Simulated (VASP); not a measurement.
WF3: single point with PBE

WF3:

```xyz
4
Lattice="3.4470 0.0000 0.0000 0.0000 3.4470 0.0000 0.0000 0.0000 3.4470" Properties=species:S:1:pos:R:3 pbc="T T T"
W     1.7235    1.7235    1.7235
F     1.7235    0.0000    0.0000
F     0.0000    1.7235    0.0000
F     0.0000    0.0000    1.7235
```

The cell was generated, and may not be a known phase.

| Quantity | Value |
| --- | --- |
| Program | VASP 6.6.1 |
| Task | single point |
| Functional | PBE |
| Potentials or basis | VASP PAW PBE potentials, release 64 (W_sv, F) |
| Cutoff | 520 eV |
| k mesh | 6 × 6 × 6 |
| Occupations | gaussian, width 0.1 eV |
| Spin | collinear spin |
| Starting moments | [2.05, 0.0, 0.0, 0.0] μB |
| Dipole correction | no |
| Further INCAR settings | ALGO = Normal; EDIFF = 1e-07; NBANDS = 30 |

```json
{"Pressure": "-0.1 GPa", "Net moment": "2.87 μB per cell", "Site moments": "W +2.42; F +0.02 μB", "Valence electrons inside the program's atomic spheres": "W 11.34; F 6.06"}
```

Levels at points of the mesh, in eV from the Fermi level:
Spin up:
| k point | band 17 | band 18 | band 19 | band 20 | band 21 | band 22 |
| --- | --- | --- | --- | --- | --- | --- |
| (0.00, 0.00, 0.00) | -2.86 | -2.86 | -0.86 | -0.86 | -0.86 | -0.33 |
| (0.50, 0.00, 0.00) | -1.04 | -0.74 | -0.18 | 1.29 | 1.29 | 4.84 |
| (0.50, 0.50, 0.00) | -0.48 | -0.40 | 0.67 | 1.26 | 1.26 | 5.53 |
| (0.50, 0.50, 0.50) | -0.98 | -0.98 | -0.98 | -0.06 | -0.06 | 3.33 |
Spin down:
| k point | band 14 | band 15 | band 16 | band 17 | band 18 | band 19 |
| --- | --- | --- | --- | --- | --- | --- |
| (0.00, 0.00, 0.00) | -3.44 | -3.44 | -3.44 | -0.71 | -0.71 | 1.04 |
| (0.50, 0.00, 0.00) | -4.87 | -3.86 | -3.86 | 1.12 | 1.19 | 1.48 |
| (0.50, 0.50, 0.00) | -4.72 | -4.31 | -3.13 | 1.38 | 1.63 | 2.85 |
| (0.50, 0.50, 0.50) | -4.07 | -3.10 | -3.10 | 0.84 | 0.84 | 0.84 |

Wall time 100 s on 1 thread of AMD EPYC 7R43 64-Core Processor (Zen 3), on a shared host, peak memory 0.15 GiB.

Caveat: spin-orbit coupling is left out, which moves the levels of the heavy elements.
